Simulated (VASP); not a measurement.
# LuGeO (P4/mmm) in VASP: single point with PBE

Aim: the single point of LuGeO with PBE.

All numbers are computed with VASP 6.6.1; they aren't measurements. Logs are shortened: lines on timing, memory, paths and dates and some standing lists are left out, and cuts for length are marked.

## 1. The cell of the first run

It takes space group P4/mmm (No. 123, tetragonal). Conventional cell: a = 3.123 Å, b = 3.123 Å, c = 6.026 Å, α = 90.00°, β = 90.00°, γ = 90.00°. Within 3.2 Å of Lu (site symmetry 4/mmm) lie 4 O at 2.21 Å and 2 Ge at 3.01 Å and 4 Lu at 3.12 Å. Within 4.0 Å of Ge (site symmetry 4/mmm) lie 2 Lu at 3.01 Å and 4 Ge at 3.12 Å and 8 O at 3.74 Å. O (site symmetry 4/mmm) has 4 Lu at 2.21 Å within 2.9 Å.

## 2. Single point, PBE

INCAR

```
ALGO = Fast
EDIFF = 1E-6
ENCUT = 520
GGA = PE
ISIF = 2
ISMEAR = 0
LASPH = T
LCHARG = T
LELF = T
LREAL = F
LVHAR = T
LWAVE = F
NBANDS = 54
NELM = 100
PREC = Accurate
SIGMA = 0.2
```

KPOINTS

```
k-points
0
Gamma
  8 4 4
```

POSCAR

```
LuGeO
1.0
   -3.1227917755      0.0000000000      0.0000000000
    0.0000000000      0.0000000000     -6.0260120974
    0.0000000000     -6.2455835510      0.0000000000
Lu Ge O
2 2 2
Direct
    0.5000000000      0.5000000000      0.7500000000
    0.5000000000      0.5000000000      0.2500000000
    0.5000000000      0.0000000000      0.7500000000
    0.5000000000      0.0000000000      0.2500000000
    1.0000000000      0.5000000000      1.0000000000
    1.0000000000      0.5000000000      0.5000000000
```

Potentials or basis: VASP PAW PBE potentials, release 64 (Lu, Ge_d, O).

Started as:

```console
> cat potpaw_PBE.64/Lu/POTCAR potpaw_PBE.64/Ge_d/POTCAR potpaw_PBE.64/O/POTCAR > POTCAR
> mpirun -np 1 vasp_std > vasp.out
```

OUTCAR:

```text
EDIFF = 1E-6
   ENCUT = 520
   GGA = PE
   ISIF = 2
   ISMEAR = 0
   LASPH = T
   LREAL = F
   NELM = 100
   PREC = Accurate

 ion  position               nearest neighbor table
   1  0.500  0.500  0.750-   5 2.21   6 2.21   5 2.21   6 2.21   3 3.01   3 3.01   2 3.12   2 3.12

   2  0.500  0.500  0.250-   5 2.21   6 2.21   5 2.21   6 2.21   4 3.01   4 3.01   1 3.12   1 3.12

   3  0.500  0.000  0.750-   1 3.01   1 3.01
   4  0.500  0.000  0.250-   2 3.01   2 3.01
   5  0.000  0.500  0.000-   1 2.21   2 2.21   1 2.21   2 2.21
   6  0.000  0.500  0.500-   1 2.21   2 2.21   1 2.21   2 2.21

  LATTYP: Found a simple orthorhombic cell.
 ALAT       =     3.1227917755
 B/A-ratio  =     1.9296874498
 C/A-ratio  =     2.0000000000

  Lattice vectors:

 A1 = (  -3.1227917755,   0.0000000000,   0.0000000000)
 A2 = (   0.0000000000,   0.0000000000,  -6.0260120974)
 A3 = (   0.0000000000,  -6.2455835510,   0.0000000000)

Analysis of symmetry for initial positions (statically):
=====================================================================
 Subroutine PRICEL returns following result:

  LATTYP: Found a simple tetragonal cell.
 ALAT       =     3.1227917755
 C/A-ratio  =     1.9296874498

  Lattice vectors:

 A1 = (   3.1227917755,   0.0000000000,   0.0000000000)
 A2 = (   0.0000000000,  -3.1227917755,   0.0000000000)
 A3 = (   0.0000000000,   0.0000000000,  -6.0260120974)

   2 primitive cells build up your supercell.

 Routine SETGRP: Setting up the symmetry group for a
 simple orthorhombic supercell.

 Subroutine GETGRP returns: Found  8 space group operations
 (whereof  8 operations were pure point group operations)
 out of a pool of  8 trial point group operations.

The static configuration has the point symmetry D_2h.

Analysis of symmetry for dynamics (positions and initial velocities):
=====================================================================
 Subroutine PRICEL returns following result:

  LATTYP: Found a simple tetragonal cell.
 ALAT       =     3.1227917755
 C/A-ratio  =     1.9296874498

  Lattice vectors:

 A1 = (   3.1227917755,   0.0000000000,   0.0000000000)
 A2 = (   0.0000000000,  -3.1227917755,   0.0000000000)
 A3 = (   0.0000000000,   0.0000000000,  -6.0260120974)

   2 primitive cells build up your supercell.

 Routine SETGRP: Setting up the symmetry group for a
 simple orthorhombic supercell.

 Subroutine GETGRP returns: Found  8 space group operations
 (whereof  8 operations were pure point group operations)
 out of a pool of  8 trial point group operations.

The dynamic configuration has the point symmetry D_2h.

 Subroutine INISYM returns: Found  8 space group operations
 (whereof  8 operations are pure point group operations),
 and found     2 'primitive' translations

----------------------------------------------------------------------------------------

                                     Primitive cell

  volume of cell :      58.7646

  direct lattice vectors                    reciprocal lattice vectors
     3.122791776  0.000000000  0.000000000     0.320226282  0.000000000  0.000000000
     0.000000000 -3.122791776  0.000000000     0.000000000 -0.320226282  0.000000000
     0.000000000  0.000000000 -6.026012097     0.000000000  0.000000000 -0.165947227

  length of vectors
     3.122791776  3.122791776  6.026012097     0.320226282  0.320226282  0.165947227

  position of ions in fractional coordinates (direct lattice)
     0.500000000  0.500000000  0.500000000
     0.500000000  0.500000000  0.000000000
     0.000000000  0.000000000  0.500000000

  ion indices of the primitive-cell ions
   primitive index   ion index
                 1           1
                 2           3
                 3           5

----------------------------------------------------------------------------------------

 KPOINTS: k-points

Automatic generation of k-mesh.
 Grid dimensions read from file:
 generate k-points for:    8    4    4

 Generating k-lattice:

  Cartesian coordinates                     Fractional coordinates (reciprocal lattice)
    -0.040028285  0.000000000  0.000000000     0.125000000  0.000000000  0.000000000
     0.000000000  0.000000000 -0.041486807     0.000000000  0.250000000  0.000000000
     0.000000000 -0.040028285  0.000000000     0.000000000  0.000000000  0.250000000

  Length of vectors
     0.040028285  0.041486807  0.040028285

  Shift w.r.t. Gamma in fractional coordinates (k-lattice)
     0.000000000  0.000000000  0.000000000

 Subroutine IBZKPT returns following result:
 ===========================================

 Found     45 irreducible k-points:

 Following reciprocal coordinates:
            Coordinates               Weight
  0.000000  0.000000  0.000000      1.000000
  0.125000  0.000000  0.000000      2.000000
  0.250000  0.000000  0.000000      2.000000
  0.375000  0.000000  0.000000      2.000000
  0.500000  0.000000  0.000000      1.000000
  0.000000  0.250000  0.000000      2.000000
[... 16 lines left out ...]
  0.250000  0.250000  0.250000      8.000000
  0.375000  0.250000  0.250000      8.000000
 [... further k-points ...]
   k-points           NKPTS =     45   k-points in BZ     NKDIM =     45   number of bands    NBANDS=     54
   number of dos      NEDOS =    301   number of ions     NIONS =      6
   total plane-waves  NPLWV =  55296
   dimension x,y,z NGX =    24 NGY =   48 NGZ =   48
   dimension x,y,z NGXF=    48 NGYF=   96 NGZF=   96
   ions per type =               2   2   2
   NGX,Y,Z   is equivalent  to a cutoff of  12.78, 13.24, 12.78 a.u.
   NGXF,Y,Z  is equivalent  to a cutoff of  25.55, 26.48, 25.55 a.u.
 SYSTEM =  unknown system
   PREC   = accura    normal or accurate (medium, high low for compatibility)
   ISTART =      0    job   : 0-new  1-cont  2-samecut
   ICHARG =      2    charge: 1-file 2-atom 10-const
   ISPIN  =      1    spin polarized calculation?
   LNONCOLLINEAR =      F non collinear calculations
   LSORBIT =      F    spin-orbit coupling
   LASPH  =      T    aspherical Exc in radial PAW
   ENCUT  =  520.0 eV  38.22 Ry    6.18 a.u.   5.81 11.20 11.61*2*pi/ulx,y,z
   NELM   =    100;   NELMIN=  2; NELMDL= -5     # of ELM steps
   EDIFF  = 0.1E-05   stopping-criterion for ELM
   LREAL  =      F    real-space projection
   EDIFFG = 0.1E-04   stopping-criterion for IOM
   NSW    =      0    number of steps for IOM
   IBRION =     -1    ionic relax: 0-MD 1-quasi-New 2-CG
   NFREE  =      0    steps in history (QN), initial steepest desc. (CG)
   ISIF   =      2    stress and relaxation
   ISYM   =      2    0-nonsym 1-usesym 2-fastsym
   POTIM  = 0.5000    time-step for ionic-motion
   TEBEG  =    0.0;   TEEND  =   0.0 temperature during run
   PSTRESS=    0.0 pullay stress
   NELECT =      90.0000    total number of electrons
   NUPDOWN=      -1.0000    fix difference up-down
   EMIN   =  10.00;   EMAX   =-10.00  energy-range for DOS
   EFERMI =   0.00;   METHOD = LEGACY
   ISMEAR =     0;   SIGMA  =   0.20  broadening in eV -4-tet -1-fermi 0-gaus
   EFERMI_NEDOS =   21; number of points for ismear=-14 and -15
   IALGO  =     68    algorithm
   IMIX   =      4    mixing-type and parameters
     AMIX     =   0.40;   BMIX     =  1.00
     AMIX_MAG =   1.60;   BMIX_MAG =  1.00
  volume/ion in A,a.u.               =      19.59       132.19
  Fermi-wavevector in a.u.,A,eV,Ry     =   1.497753  2.830344 30.521477  2.243265
  Thomas-Fermi vector in A             =   2.609601
   LORBIT       =      0    0 simple, 1 ext, 2 COOP (PROOUT), +10 PAW based schemes
   GGA     = PE    functional components
   LHFCALC =     F    Hartree Fock is set to
   AEXX    =    0.0000 exact exchange contribution
   IVDW    =     0    specifies the selected vdW correction
   LEPSILON=     F    determine dielectric tensor
   LRPA    =     F    only Hartree local field effects (RPA)
 non-spin polarized calculation
 RMM-DIIS sequential band-by-band and
 Gauss-broadening in eV      SIGMA  =   0.20
  energy-cutoff  :      520.00
  volume of cell :      117.53
 maximum number of plane-waves:      3204
 NGX is ok and might be reduce to    24
   NGX = 11   NGY = 23   NGZ = 23

 number of electron      89.9999998 magnetization

 Free energy of the ion-electron system (eV)
  ---------------------------------------------------
  ext. energy  EPLUGINS =         0.00000000
  ---------------------------------------------------
  free energy    TOTEN  =       -37.99351538 eV

  energy without entropy =      -37.95842621  energy(sigma->0) =      -37.97597080

 E-fermi :   3.1552     XC(G=0): -10.4577

 val. band max:        3.0317041202   @ k =   0.0000   0.5000   0.0000
 cond. band min:       3.1676999767   @ k =   0.0000   0.0000   0.2500
 fundamental gap:      0.1359958565
 Fermi energy:         3.1551922849

 k-point     1 :       0.0000    0.0000    0.0000
  band No.  band energies     occupation
      1     -52.8815      2.00000
      2     -52.8392      2.00000
      3     -24.4450      2.00000
      4     -23.6451      2.00000
      5     -23.5591      2.00000
      6     -23.3642      2.00000
[... 46 lines left out ...]
     53       8.3806      0.00000
     54       8.6636      0.00000

 k-point     2 :       0.1250    0.0000    0.0000
  band No.  band energies     occupation
      1     -52.8753      2.00000
      2     -52.8334      2.00000
      3     -24.3873      2.00000
      4     -23.6327      2.00000
      5     -23.5486      2.00000
      6     -23.5453      2.00000
[... 46 lines left out ...]
     53       8.1824      0.00000
     54       8.3011      0.00000

 k-point     3 :       0.2500    0.0000    0.0000
  band No.  band energies     occupation
      1     -52.8604      2.00000
      2     -52.8193      2.00000
      3     -24.2418      2.00000
      4     -23.9455      2.00000
      5     -23.6411      2.00000
      6     -23.6024      2.00000
[... 46 lines left out ...]
     53       7.4413      0.00000
     54       8.4602      0.00000
[... 1084 lines left out ...]
 k-point    23 :       0.2500    0.2500    0.2500
  band No.  band energies     occupation
      1     -52.8544      2.00000
      2     -52.8253      2.00000
      3     -24.1256      2.00000
      4     -23.9133      2.00000
      5     -23.6771      2.00000
      6     -23.5941      2.00000
[... 46 lines left out ...]
     53       7.8413      0.00000
     54       8.6898      0.00000

 k-point    24 :       0.3750    0.2500    0.2500
  band No.  band energies     occupation
      1     -52.8396      2.00000
      2     -52.8110      2.00000
      3     -24.2538      2.00000
      4     -24.0185      2.00000
      5     -23.9260      2.00000
      6     -23.5642      2.00000
[... 46 lines left out ...]
     53       8.0899      0.00000
     54       9.4229      0.00000

 [... further k-points ...]

------------------------ aborting loop because EDIFF is reached ----------------------------------------

  FORCE on cell =-STRESS in cart. coord.  units (eV):
  Direction    XX          YY          ZZ          XY          YZ          ZX
  --------------------------------------------------------------------------------------
  -------------------------------------------------------------------------------------
  Total        0.5455858      0.5446478     -0.4530940      0.0000000      0.0000000      0.0000000
  in kB        7.4375106      7.4247237     -6.1766476      0.0000000      0.0000000      0.0000000
  external PRESSURE =       2.8951956 kB  Pullay stress =       0.0000000 kB

 VOLUME and BASIS-vectors are now :
 -----------------------------------------------------------------------------
  energy-cutoff  :      520.00
  volume of cell :      117.53
      direct lattice vectors                 reciprocal lattice vectors
    -3.122791776  0.000000000  0.000000000    -0.320226282  0.000000000  0.000000000
     0.000000000  0.000000000 -6.026012097     0.000000000  0.000000000 -0.165947227
     0.000000000 -6.245583551  0.000000000     0.000000000 -0.160113141  0.000000000

 POSITION                                       TOTAL-FORCE (eV/Angst)
 -----------------------------------------------------------------------------------
     -1.56140     -4.68419     -3.01301        -0.000000     -0.000000      0.000000
     -1.56140     -1.56140     -3.01301        -0.000000      0.000000      0.000000
     -1.56140     -4.68419      0.00000         0.000000     -0.000000      0.000000
     -1.56140     -1.56140      0.00000         0.000000     -0.000000      0.000000
      0.00000      0.00000     -3.01301         0.000000     -0.000000      0.000000
      0.00000     -3.12279     -3.01301         0.000000     -0.000000      0.000000
 -----------------------------------------------------------------------------------
    total drift:                               -0.000000      0.000000      0.000000

  FREE ENERGIE OF THE ION-ELECTRON SYSTEM (eV)
  ---------------------------------------------------
  free  energy   TOTEN  =       -37.9935153811 eV

  energy  without entropy=      -37.9584262103  energy(sigma->0) =      -37.97597080
```

Wall time 23 min (1 thread of Intel Xeon Platinum 8559C (Emerald Rapids), shared host); peak memory 0.42 GiB.

Results:

```yaml
Free_energy: -37.9935 eV
Pressure: 0.3 GPa
Band_gap_on_the_k_mesh: zero (bands 45 and 46 overlap by 2.44 eV)
```

Levels at points of the mesh, in eV from the Fermi level:
```csv
k point,band 43,band 44,band 45,band 46,band 47,band 48
"(0.00, 0.00, 0.00)",-2.58,-0.56,-0.13,0.17,1.99,3.31
"(0.50, 0.00, 0.00)",-2.58,-0.64,-0.64,0.17,1.26,1.26
"(0.00, 0.50, 0.00)",-2.83,-1.97,-1.34,-0.12,4.03,4.03
"(0.50, 0.50, 0.00)",-1.97,-1.34,-1.26,-1.26,0.06,2.78
"(0.00, 0.00, 0.50)",-0.28,-0.28,0.45,0.45,2.30,2.30
"(0.50, 0.00, 0.50)",-1.82,-1.82,0.64,0.64,2.31,2.31
"(0.00, 0.50, 0.50)",-2.37,-2.37,0.54,0.54,2.16,2.16
"(0.50, 0.50, 0.50)",-1.52,-1.52,-0.74,-0.74,1.61,1.61
```

Caveat: spin-orbit coupling is left out, which moves the levels of the heavy elements.
